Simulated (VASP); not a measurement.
# GaP (P4/mmm) in VASP: a series of runs

Aim: see how the results for GaP move with the level of theory and the settings. Levels: B3LYP, HSE06, r2SCAN0. Tasks: single point.

All numbers are computed with VASP 6.6.1; they aren't measurements. Logs are shortened: lines on timing, memory, paths and dates and some standing lists are left out, and cuts for length are marked.

## (1) The cell of the first run

It takes space group P4/mmm (No. 123, tetragonal). The conventional cell has a = 3.457 Å, b = 3.457 Å, c = 2.803 Å, α = 90.00°, β = 90.00°, γ = 90.00°. Within 3.7 Å of Ga (site symmetry 4/mmm) lie 6 Ga at 2.80 to 3.46 Å and 8 P at 2.82 Å. Within 3.7 Å of P (site symmetry 4/mmm) lie 6 P at 2.80 to 3.46 Å and 8 Ga at 2.82 Å.

## (2) Single point, B3LYP

POSCAR reads:

```
GaP
1.0
    3.4566600000      0.0000000000      0.0000000000
    0.0000000000      3.4566600000      0.0000000000
    0.0000000000      0.0000000000      2.8025600000
Ga P
1 1
Direct
    0.0000000000      0.0000000000      0.0000000000
    0.5000000000      0.5000000000      0.5000000000
```

INCAR.step1 reads:

```
SYSTEM = GaP
PREC     = Accurate       ! precision mode
ENCUT    = 520            ! plane-wave cutoff, eV
EDIFF    = 1E-5           ! SCF threshold, eV
ISMEAR   = -1             ! smearing method
SIGMA    = 0.05           ! smearing width, eV
LREAL    = .False.        ! projectors in reciprocal space
LASPH    = .True.         ! aspherical terms in the spheres
NELM     = 60             ! most SCF steps
ALGO     = Normal         ! electronic algorithm
ISIF     = 2              ! what is computed and relaxed
LWAVE    = .True.         ! write WAVECAR
GGA      = PE             ! functional
NBANDS   = 16             ! bands
```

INCAR.step2 reads:

```
SYSTEM = GaP
PREC     = Accurate       ! precision mode
ENCUT    = 520            ! plane-wave cutoff, eV
EDIFF    = 1E-7           ! SCF threshold, eV
ISMEAR   = -1             ! smearing method
SIGMA    = 0.05           ! smearing width, eV
LREAL    = .False.        ! projectors in reciprocal space
LASPH    = .True.         ! aspherical terms in the spheres
NELM     = 60             ! most SCF steps
ALGO     = Normal         ! electronic algorithm
ISIF     = 2              ! what is computed and relaxed
LWAVE    = .False.        ! write WAVECAR
LCHARG   = .True.         ! write CHGCAR
GGA      = B3             ! functional
LHFCALC  = .True.         ! exact exchange
AEXX     = 0.2            ! exact-exchange fraction
AGGAX    = 0.72         
AGGAC    = 0.81         
ALDAC    = 0.19         
PRECFOCK = Normal       
LELF     = .True.         ! ELF
LVHAR    = .True.       
ISTART   = 1            
NBANDS   = 16             ! bands
```

KPOINTS reads:

```
Automatic mesh
0
Gamma
  4 4 5
  0 0 0
```

Potentials or basis: VASP PAW PBE potentials, release 64 (Ga_d, P).

On the command line:

```
$ cat potpaw_PBE.64/Ga_d/POTCAR potpaw_PBE.64/P/POTCAR > POTCAR
$ cp INCAR.step1 INCAR
$ mpirun -np 1 vasp_std > vasp.out
$ cp INCAR.step2 INCAR
$ mpirun -np 1 vasp_std > vasp.out
```

OUTCAR:

```text
SYSTEM = GaP
   PREC = Accurate
   ENCUT = 520
   EDIFF = 1E-7
   ISMEAR = -1
   LREAL = .False.
   LASPH = .True.
   NELM = 60
   ISIF = 2
   GGA = B3
   LHFCALC = .True.
   AEXX = 0.2
   PRECFOCK = Normal
   ISTART = 1

 ion  position               nearest neighbor table
   1  0.000  0.000  0.000-   2 2.82   2 2.82   2 2.82   2 2.82   2 2.82   2 2.82   2 2.82   2 2.82

   2  0.500  0.500  0.500-   1 2.82   1 2.82   1 2.82   1 2.82   1 2.82   1 2.82   1 2.82   1 2.82

  LATTYP: Found a simple tetragonal cell.
 ALAT       =     3.4566600000
 C/A-ratio  =     0.8107710912

  Lattice vectors:

 A1 = (   3.4566600000,   0.0000000000,   0.0000000000)
 A2 = (   0.0000000000,   3.4566600000,   0.0000000000)
 A3 = (   0.0000000000,   0.0000000000,   2.8025600000)

Analysis of symmetry for initial positions (statically):
=====================================================================
 Subroutine PRICEL returns:
 Original cell was already a primitive cell.

 Routine SETGRP: Setting up the symmetry group for a
 simple tetragonal supercell.

 Subroutine GETGRP returns: Found 16 space group operations
 (whereof 16 operations were pure point group operations)
 out of a pool of 16 trial point group operations.

The static configuration has the point symmetry D_4h.

Analysis of symmetry for dynamics (positions and initial velocities):
=====================================================================
 Subroutine PRICEL returns:
 Original cell was already a primitive cell.

 Routine SETGRP: Setting up the symmetry group for a
 simple tetragonal supercell.

 Subroutine GETGRP returns: Found 16 space group operations
 (whereof 16 operations were pure point group operations)
 out of a pool of 16 trial point group operations.

The dynamic configuration has the point symmetry D_4h.

 Subroutine INISYM returns: Found 16 space group operations
 (whereof 16 operations are pure point group operations),
 and found     1 'primitive' translations

----------------------------------------------------------------------------------------

                                     Primitive cell

  volume of cell :      33.4864

  direct lattice vectors                    reciprocal lattice vectors
     3.456660000  0.000000000  0.000000000     0.289296604  0.000000000  0.000000000
     0.000000000  3.456660000  0.000000000     0.000000000  0.289296604  0.000000000
[... 85 lines left out ...]
   ISYM   =      3    0-nonsym 1-usesym 2-fastsym
   POTIM  = 0.5000    time-step for ionic-motion
   TEBEG  =    0.0;   TEEND  =   0.0 temperature during run
   PSTRESS=    0.0 pullay stress
   NELECT =      18.0000    total number of electrons
   NUPDOWN=      -1.0000    fix difference up-down
   EMIN   =  10.00;   EMAX   =-10.00  energy-range for DOS
   EFERMI =   0.00;   METHOD = LEGACY
   ISMEAR =    -1;   SIGMA  =   0.05  broadening in eV -4-tet -1-fermi 0-gaus
   EFERMI_NEDOS =   21; number of points for ismear=-14 and -15
   IALGO  =     38    algorithm
   IMIX   =      1    mixing-type and parameters
     AMIX     =   0.40;   BMIX     =  1.00
     AMIX_MAG =   1.60;   BMIX_MAG =  1.00
  volume/ion in A,a.u.               =      16.74       112.99
  Fermi-wavevector in a.u.,A,eV,Ry     =   1.331097  2.515408 24.107051  1.771818
  Thomas-Fermi vector in A             =   2.460134
   LORBIT       =      0    0 simple, 1 ext, 2 COOP (PROOUT), +10 PAW based schemes
   GGA     = B3    functional components
   LHFCALC =     T    Hartree Fock is set to
   PRECFOCK=normal    Normal, Fast or Accurate (Low or Medium for compatibility)
   ENCUT4O =  -1.0   cutoff for four orbital integrals eV
   NKREDX  =     1    reduce k-point grid by
   NKREDY  =     1    reduce k-point grid by
   NKREDZ  =     1    reduce k-point grid by
   AEXX    =    0.2000 exact exchange contribution
   HFSCREEN=    0.0000 screening length (either q_TF or 0.3 A-1)
   HFSCREENC=   0.0000 screening length for correlation (either q_TF or 0.3 A-1)
   ENCUTFOCK=  -1.0 apply spherical cutoff to Coloumb kernel
   IVDW    =     0    specifies the selected vdW correction
   LEPSILON=     F    determine dielectric tensor
   LRPA    =     F    only Hartree local field effects (RPA)
 non-spin polarized calculation
  energy-cutoff  :      520.00
  volume of cell :       33.49
 maximum number of plane-waves:       910
 NGX is ok and might be reduce to    28
  NGX = 20; NGY = 20; NGZ = 16

 number of electron      17.9999989 magnetization

 Free energy of the ion-electron system (eV)
  ---------------------------------------------------
  ext. energy  EPLUGINS =         0.00000000
  ---------------------------------------------------
  free energy    TOTEN  =        -7.61223247 eV

  energy without entropy =       -7.60564415  energy(sigma->0) =       -7.60893831

 E-fermi :   7.6770     XC(G=0):  -8.8939

 val. band max:        7.1848045170   @ k =   0.2500   0.2500   0.4000
 cond. band min:       7.7386133671   @ k =   0.5000   0.2500   0.2000
 fundamental gap:      0.5538088501
 Fermi energy:         7.6769577166

 k-point     1 :       0.0000    0.0000    0.0000
  band No.  band energies     occupation
      1     -10.5108      2.00000
      2     -10.3253      2.00000
      3     -10.2722      2.00000
      4     -10.2193      2.00000
      5     -10.2193      2.00000
      6      -8.0578      2.00000
[... 319 lines left out ...]
      3     -10.3406      2.00000
      4     -10.1992      2.00000
      5     -10.1595      2.00000
      6      -2.1260      2.00000
[... 8 lines left out ...]
     15      25.1621      0.00000
     16      25.6955      0.00000

------------------------ aborting loop because EDIFF is reached ----------------------------------------

  FORCE on cell =-STRESS in cart. coord.  units (eV):
  Direction    XX          YY          ZZ          XY          YZ          ZX
  --------------------------------------------------------------------------------------
  -------------------------------------------------------------------------------------
  Total        0.0450015      0.0450015      3.7647370      0.0000000     -0.0000000      0.0000000
  in kB        2.1531231      2.1531231    180.1262397      0.0000000     -0.0000000      0.0000000
  external PRESSURE =      61.4774953 kB  Pullay stress =       0.0000000 kB

 VOLUME and BASIS-vectors are now :
 -----------------------------------------------------------------------------
  energy-cutoff  :      520.00
  volume of cell :       33.49
      direct lattice vectors                 reciprocal lattice vectors
     3.456660000  0.000000000  0.000000000     0.289296604  0.000000000  0.000000000
     0.000000000  3.456660000  0.000000000     0.000000000  0.289296604  0.000000000
     0.000000000  0.000000000  2.802560000     0.000000000  0.000000000  0.356816625

 POSITION                                       TOTAL-FORCE (eV/Angst)
 -----------------------------------------------------------------------------------
      0.00000      0.00000      0.00000         0.000000      0.000000      0.000000
      1.72833      1.72833      1.40128         0.000000      0.000000      0.000000
 -----------------------------------------------------------------------------------
    total drift:                               -0.000000     -0.000000      0.000000

  FREE ENERGIE OF THE ION-ELECTRON SYSTEM (eV)
  ---------------------------------------------------
  free  energy   TOTEN  =        -7.6122324693 eV

  energy  without entropy=       -7.6056441478  energy(sigma->0) =       -7.60893831
```

OUTCAR.step1:

```text
SYSTEM = GaP
   PREC = Accurate
   ENCUT = 520
   EDIFF = 1E-5
   ISMEAR = -1
   LREAL = .False.
[... 557 lines left out ...]
      0.00000      0.00000      0.00000         0.000000      0.000000      0.000000
      1.72833      1.72833      1.40128         0.000000      0.000000      0.000000
 -----------------------------------------------------------------------------------
    total drift:                               -0.000000      0.000000     -0.000000

  FREE ENERGIE OF THE ION-ELECTRON SYSTEM (eV)
  ---------------------------------------------------
  free  energy   TOTEN  =        -7.4656951684 eV

  energy  without entropy=       -7.4445783848  energy(sigma->0) =       -7.45513678
```

OSZICAR.step1:

```text
N       E                     dE             d eps       ncg     rms          rms(c)
DAV:   1     0.773723033814E+02    0.77372E+02   -0.88250E+03   600   0.173E+03
DAV:   2    -0.212077380959E+01   -0.79493E+02   -0.75543E+02   632   0.307E+02
DAV:   3    -0.751206368969E+01   -0.53913E+01   -0.53563E+01   784   0.612E+01
DAV:   4    -0.758256268384E+01   -0.70499E-01   -0.70301E-01   712   0.723E+00
DAV:   5    -0.758359697682E+01   -0.10343E-02   -0.10342E-02   776   0.811E-01    0.353E+00
DAV:   6    -0.747291076129E+01    0.11069E+00   -0.18655E-01   776   0.794E+00    0.200E+00
DAV:   7    -0.746786187225E+01    0.50489E-02   -0.14038E-02   648   0.104E+00    0.104E+00
DAV:   8    -0.746568086786E+01    0.21810E-02   -0.40628E-03   736   0.462E-01    0.101E-01
DAV:   9    -0.746568726132E+01   -0.63935E-05   -0.15317E-04   808   0.162E-01    0.330E-02
DAV:  10    -0.746569516845E+01   -0.79071E-05   -0.25268E-05   720   0.494E-02
   1 F= -.74656952E+01 E0= -.74551368E+01  d E =-.211168E-01
```

Wall time 16 min (1 thread of AMD EPYC 7R43 (Zen 3), shared host); peak memory 0.13 GiB.

What came out:

| Quantity | Value |
| --- | --- |
| Free energy | -7.6122 eV |
| Pressure | 6.1 GPa |
| Band gap on the k mesh | zero (bands 9 and 10 overlap by 6.98 eV) |

Caveat: the k points lie up to 0.45 Å⁻¹ apart, too coarse for converged energies and pressures of a metal; the PAW data sets were made with another functional, which shifts forces and pressure a little.

(Continued in part 2 of 2.)

The gap in the log of VASP goes by the Fermi energy; the results here count the filled bands.